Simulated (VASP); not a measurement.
# ZnS (Pm-3m) in VASP: further runs

ZnS is run at these levels: PBE; tasks: single point.

Everything below comes from runs of VASP 6.6.1. Logs are shortened: lines on timing, memory, paths and dates and some standing lists are left out, and cuts for length are marked.

### Step 1. The cell of the first run

The structure is cubic, space group Pm-3m (No. 221). Conventional cell: a = 3.179 Å, b = 3.179 Å, c = 3.179 Å, α = 90.00°, β = 90.00°, γ = 90.00°. Zn (site symmetry m-3m) has 8 S at 2.75 Å and 6 Zn at 3.18 Å within 3.6 Å. Within 3.6 Å of S (site symmetry m-3m) lie 8 Zn at 2.75 Å and 6 S at 3.18 Å.

### Step 2. Single point, PBE

INCAR reads:

```
PREC = Accurate ; ENCUT = 520
EDIFF = 1E-7 ; ISMEAR = -1
SIGMA = 0.02 ; LREAL = F
LASPH = T ; NELM = 60
ALGO = Normal ; ISIF = 2
LWAVE = F ; LCHARG = F
GGA = PE ; NBANDS = 16
```

KPOINTS reads:

```
Automatic mesh
0
Gamma
  8 8 8
```

POSCAR reads:

```
ZnS
1.0
    3.1792338322      0.0000000000      0.0000000000
    0.0000000000      3.1792338322      0.0000000000
    0.0000000000      0.0000000000      3.1792338322
Zn S
1 1
Direct
    0.0000000000      0.0000000000      0.0000000000
    0.5000000000      0.5000000000      0.5000000000
```

Potentials or basis: VASP PAW PBE potentials, release 64 (Zn, S).

Launch:

```sh
cat potpaw_PBE.64/Zn/POTCAR potpaw_PBE.64/S/POTCAR > POTCAR
mpirun -np 1 vasp_std > vasp.out
```

OUTCAR:

```text
PREC = Accurate
   ENCUT = 520
   EDIFF = 1E-7
   ISMEAR = -1
   LREAL = F
   LASPH = T
   NELM = 60
   ISIF = 2
   GGA = PE

 ion  position               nearest neighbor table
   1  0.000  0.000  0.000-   2 2.75   2 2.75   2 2.75   2 2.75   2 2.75   2 2.75   2 2.75   2 2.75

   2  0.500  0.500  0.500-   1 2.75   1 2.75   1 2.75   1 2.75   1 2.75   1 2.75   1 2.75   1 2.75

  LATTYP: Found a simple cubic cell.
 ALAT       =     3.1792338322

  Lattice vectors:

 A1 = (   3.1792338322,   0.0000000000,   0.0000000000)
 A2 = (   0.0000000000,   3.1792338322,   0.0000000000)
 A3 = (   0.0000000000,   0.0000000000,   3.1792338322)

Analysis of symmetry for initial positions (statically):
=====================================================================
 Subroutine PRICEL returns:
 Original cell was already a primitive cell.

 Routine SETGRP: Setting up the symmetry group for a
 simple cubic supercell.

 Subroutine GETGRP returns: Found 48 space group operations
 (whereof 48 operations were pure point group operations)
 out of a pool of 48 trial point group operations.

The static configuration has the point symmetry O_h .

Analysis of symmetry for dynamics (positions and initial velocities):
=====================================================================
 Subroutine PRICEL returns:
 Original cell was already a primitive cell.

 Routine SETGRP: Setting up the symmetry group for a
 simple cubic supercell.

 Subroutine GETGRP returns: Found 48 space group operations
 (whereof 48 operations were pure point group operations)
 out of a pool of 48 trial point group operations.

The dynamic configuration has the point symmetry O_h .

 Subroutine INISYM returns: Found 48 space group operations
 (whereof 48 operations are pure point group operations),
 and found     1 'primitive' translations

----------------------------------------------------------------------------------------

                                     Primitive cell

  volume of cell :      32.1342

  direct lattice vectors                    reciprocal lattice vectors
     3.179233832  0.000000000  0.000000000     0.314541192  0.000000000  0.000000000
     0.000000000  3.179233832  0.000000000     0.000000000  0.314541192  0.000000000
     0.000000000  0.000000000  3.179233832     0.000000000  0.000000000  0.314541192

  length of vectors
     3.179233832  3.179233832  3.179233832     0.314541192  0.314541192  0.314541192

  position of ions in fractional coordinates (direct lattice)
     0.000000000  0.000000000  0.000000000
     0.500000000  0.500000000  0.500000000

  ion indices of the primitive-cell ions
   primitive index   ion index
                 1           1
                 2           2

----------------------------------------------------------------------------------------

 KPOINTS: Automatic mesh

Automatic generation of k-mesh.
 Grid dimensions read from file:
 generate k-points for:    8    8    8

 Generating k-lattice:

  Cartesian coordinates                     Fractional coordinates (reciprocal lattice)
     0.039317649  0.000000000  0.000000000     0.125000000  0.000000000  0.000000000
     0.000000000  0.039317649  0.000000000     0.000000000  0.125000000  0.000000000
     0.000000000  0.000000000  0.039317649     0.000000000  0.000000000  0.125000000

  Length of vectors
     0.039317649  0.039317649  0.039317649

  Shift w.r.t. Gamma in fractional coordinates (k-lattice)
     0.000000000  0.000000000  0.000000000

 Subroutine IBZKPT returns following result:
 ===========================================

 Found     35 irreducible k-points:

 Following reciprocal coordinates:
            Coordinates               Weight
  0.000000  0.000000  0.000000      1.000000
  0.125000  0.000000  0.000000      6.000000
  0.250000  0.000000  0.000000      6.000000
  0.375000  0.000000  0.000000      6.000000
  0.500000  0.000000  0.000000      3.000000
  0.125000  0.125000  0.000000     12.000000
[... 16 lines left out ...]
  0.375000  0.375000  0.125000     24.000000
  0.500000  0.375000  0.125000     24.000000
 [... further k-points ...]
   k-points           NKPTS =     35   k-points in BZ     NKDIM =     35   number of bands    NBANDS=     16
   number of dos      NEDOS =    301   number of ions     NIONS =      2
   total plane-waves  NPLWV =  13824
   dimension x,y,z NGX =    24 NGY =   24 NGZ =   24
   dimension x,y,z NGXF=    48 NGYF=   48 NGZF=   48
   ions per type =               1   1
   NGX,Y,Z   is equivalent  to a cutoff of  12.55, 12.55, 12.55 a.u.
   NGXF,Y,Z  is equivalent  to a cutoff of  25.10, 25.10, 25.10 a.u.
 SYSTEM =  unknown system
   PREC   = accura    normal or accurate (medium, high low for compatibility)
   ISTART =      0    job   : 0-new  1-cont  2-samecut
   ICHARG =      2    charge: 1-file 2-atom 10-const
   ISPIN  =      1    spin polarized calculation?
   LNONCOLLINEAR =      F non collinear calculations
   LSORBIT =      F    spin-orbit coupling
   LASPH  =      T    aspherical Exc in radial PAW
   ENCUT  =  520.0 eV  38.22 Ry    6.18 a.u.   5.91  5.91  5.91*2*pi/ulx,y,z
   NELM   =     60;   NELMIN=  2; NELMDL= -5     # of ELM steps
   EDIFF  = 0.1E-06   stopping-criterion for ELM
   LREAL  =      F    real-space projection
   EDIFFG = 0.1E-05   stopping-criterion for IOM
   NSW    =      0    number of steps for IOM
   IBRION =     -1    ionic relax: 0-MD 1-quasi-New 2-CG
   NFREE  =      0    steps in history (QN), initial steepest desc. (CG)
   ISIF   =      2    stress and relaxation
   ISYM   =      2    0-nonsym 1-usesym 2-fastsym
   POTIM  = 0.5000    time-step for ionic-motion
   TEBEG  =    0.0;   TEEND  =   0.0 temperature during run
   PSTRESS=    0.0 pullay stress
   NELECT =      18.0000    total number of electrons
   NUPDOWN=      -1.0000    fix difference up-down
   EMIN   =  10.00;   EMAX   =-10.00  energy-range for DOS
   EFERMI =   0.00;   METHOD = LEGACY
   ISMEAR =    -1;   SIGMA  =   0.02  broadening in eV -4-tet -1-fermi 0-gaus
   EFERMI_NEDOS =   21; number of points for ismear=-14 and -15
   IALGO  =     38    algorithm
   IMIX   =      4    mixing-type and parameters
     AMIX     =   0.40;   BMIX     =  1.00
     AMIX_MAG =   1.60;   BMIX_MAG =  1.00
  volume/ion in A,a.u.               =      16.07       108.43
  Fermi-wavevector in a.u.,A,eV,Ry     =   1.349511  2.550207 24.778669  1.821181
  Thomas-Fermi vector in A             =   2.477092
   LORBIT       =      0    0 simple, 1 ext, 2 COOP (PROOUT), +10 PAW based schemes
   GGA     = PE    functional components
[... 5 lines left out ...]
 non-spin polarized calculation
  energy-cutoff  :      520.00
  volume of cell :       32.13
 maximum number of plane-waves:       912
 NGX is ok and might be reduce to    24
   NGX = 11   NGY = 11   NGZ = 11

 number of electron      18.0000036 magnetization

 Free energy of the ion-electron system (eV)
  ---------------------------------------------------
  ext. energy  EPLUGINS =         0.00000000
  ---------------------------------------------------
  free energy    TOTEN  =        -4.92706615 eV

  energy without entropy =       -4.92548155  energy(sigma->0) =       -4.92627385

 E-fermi :   4.8285     XC(G=0): -11.1064

 val. band max:        4.7689869138   @ k =   0.5000   0.3750   0.2500
 cond. band min:       4.8391770353   @ k =   0.3750   0.3750   0.0000
 fundamental gap:      0.0701901215
 Fermi energy:         4.8284779726

 k-point     1 :       0.0000    0.0000    0.0000
  band No.  band energies     occupation
      1      -9.7326      2.00000
      2      -2.2985      2.00000
      3      -2.2985      2.00000
      4      -1.8942      2.00000
      5      -1.8942      2.00000
      6      -1.8942      2.00000
[... 8 lines left out ...]
     15      17.0712      0.00000
     16      19.9585      0.00000

 k-point     2 :       0.1250    0.0000    0.0000
  band No.  band energies     occupation
      1      -9.5728      2.00000
      2      -2.2886      2.00000
      3      -2.2849      2.00000
      4      -1.9310      2.00000
      5      -1.9310      2.00000
      6      -1.8911      2.00000
[... 8 lines left out ...]
     15      16.4301      0.00000
     16      20.0354      0.00000

 k-point     3 :       0.2500    0.0000    0.0000
  band No.  band energies     occupation
      1      -9.1314      2.00000
      2      -2.3375      2.00000
      3      -2.2647      2.00000
      4      -2.0155      2.00000
      5      -2.0155      2.00000
      6      -1.8838      2.00000
[... 8 lines left out ...]
     15      16.7230      0.00000
     16      19.5830      0.00000

 k-point     4 :       0.3750    0.0000    0.0000
  band No.  band energies     occupation
      1      -8.5667      2.00000
      2      -2.7949      2.00000
      3      -2.2407      2.00000
      4      -2.0948      2.00000
      5      -2.0948      2.00000
      6      -1.8764      2.00000
[... 8 lines left out ...]
     15      17.6922      0.00000
     16      19.6934      0.00000

 k-point     5 :       0.5000    0.0000    0.0000
  band No.  band energies     occupation
      1      -8.2693      2.00000
      2      -3.2205      2.00000
      3      -2.2308      2.00000
      4      -2.1262      2.00000
      5      -2.1262      2.00000
      6      -1.8733      2.00000
[... 8 lines left out ...]
     15      16.9227      0.00000
     16      20.5601      0.00000

 k-point     6 :       0.1250    0.1250    0.0000
  band No.  band energies     occupation
      1      -9.4162      2.00000
      2      -2.2808      2.00000
      3      -2.2625      2.00000
      4      -1.9707      2.00000
      5      -1.9394      2.00000
      6      -1.9118      2.00000
[... 8 lines left out ...]
     15      16.9633      0.00000
     16      18.9110      0.00000
[... 267 lines left out ...]
 k-point    21 :       0.3750    0.2500    0.1250
  band No.  band energies     occupation
      1      -7.9676      2.00000
      2      -2.3922      2.00000
      3      -2.1885      2.00000
      4      -2.0995      2.00000
      5      -1.9652      2.00000
      6      -1.9393      2.00000
[... 8 lines left out ...]
     15      17.3115      0.00000
     16      19.5119      0.00000

 k-point    22 :       0.5000    0.2500    0.1250
  band No.  band energies     occupation
      1      -7.7259      2.00000
      2      -2.5013      2.00000
      3      -2.2315      2.00000
      4      -2.0995      2.00000
      5      -1.9525      2.00000
      6      -1.9162      2.00000
[... 8 lines left out ...]
     15      17.1627      0.00000
     16      18.8095      0.00000

 k-point    23 :       0.3750    0.3750    0.1250
  band No.  band energies     occupation
      1      -7.5606      2.00000
      2      -2.3175      2.00000
      3      -2.1487      2.00000
      4      -2.0991      2.00000
      5      -1.8787      2.00000
      6      -1.8767      2.00000
[... 8 lines left out ...]
     15      17.9566      0.00000
     16      18.3104      0.00000

 k-point    24 :       0.5000    0.3750    0.1250
  band No.  band energies     occupation
      1      -7.3647      2.00000
      2      -2.2422      2.00000
      3      -2.2091      2.00000
      4      -2.0893      2.00000
      5      -1.8366      2.00000
      6      -1.8249      2.00000
[... 8 lines left out ...]
     15      17.9898      0.00000
     16      18.0570      0.00000

 [... further k-points ...]
[... 5 lines left out ...]
  --------------------------------------------------------------------------------------
  -------------------------------------------------------------------------------------
  Total        0.2350963      0.2350963      0.2350963      0.0000000      0.0000000      0.0000000
  in kB       11.7216561     11.7216561     11.7216561      0.0000000      0.0000000      0.0000000
  external PRESSURE =      11.7216561 kB  Pullay stress =       0.0000000 kB

 VOLUME and BASIS-vectors are now :
 -----------------------------------------------------------------------------
  energy-cutoff  :      520.00
  volume of cell :       32.13
      direct lattice vectors                 reciprocal lattice vectors
     3.179233832  0.000000000  0.000000000     0.314541192  0.000000000  0.000000000
     0.000000000  3.179233832  0.000000000     0.000000000  0.314541192  0.000000000
     0.000000000  0.000000000  3.179233832     0.000000000  0.000000000  0.314541192

 POSITION                                       TOTAL-FORCE (eV/Angst)
 -----------------------------------------------------------------------------------
      0.00000      0.00000      0.00000         0.000000      0.000000      0.000000
      1.58962      1.58962      1.58962         0.000000      0.000000      0.000000
 -----------------------------------------------------------------------------------
    total drift:                               -0.000000      0.000000     -0.000000

  FREE ENERGIE OF THE ION-ELECTRON SYSTEM (eV)
  ---------------------------------------------------
  free  energy   TOTEN  =        -4.9270661515 eV

  energy  without entropy=       -4.9254815464  energy(sigma->0) =       -4.92627385
```

It took 7.3 s on 1 thread of Intel Xeon 6975P-C, shared host; peak memory 0.14 GiB.

What came out:

```
Free energy            : -4.9271 eV
Pressure               : 1.2 GPa
Band gap on the k mesh : zero (band 9 reaches 5.04 eV, above the bottom of band 10 at 3.86 eV)
```

Levels at points of the mesh, in eV from the Fermi level:
```
           k point  band 5  band 6  band 7  band 8  band 9  band 10  band 11  band 12  band 13  band 14
(0.00, 0.00, 0.00)   -6.72   -6.72   -1.33   -1.33   -1.33    -0.53     6.12     6.12    12.24    12.24
(0.50, 0.00, 0.00)   -6.95   -6.70   -6.15    0.06    0.06     3.86     4.85     7.18     7.18     7.59
(0.50, 0.50, 0.00)   -6.59   -6.51   -5.33   -5.33   -1.75     0.38     8.44     8.44     9.12    11.17
(0.50, 0.50, 0.50)   -6.58   -6.58   -2.65   -2.65   -2.65     1.25     1.25     1.25     2.28    19.37
```

(Continued in part 2 of 2.)
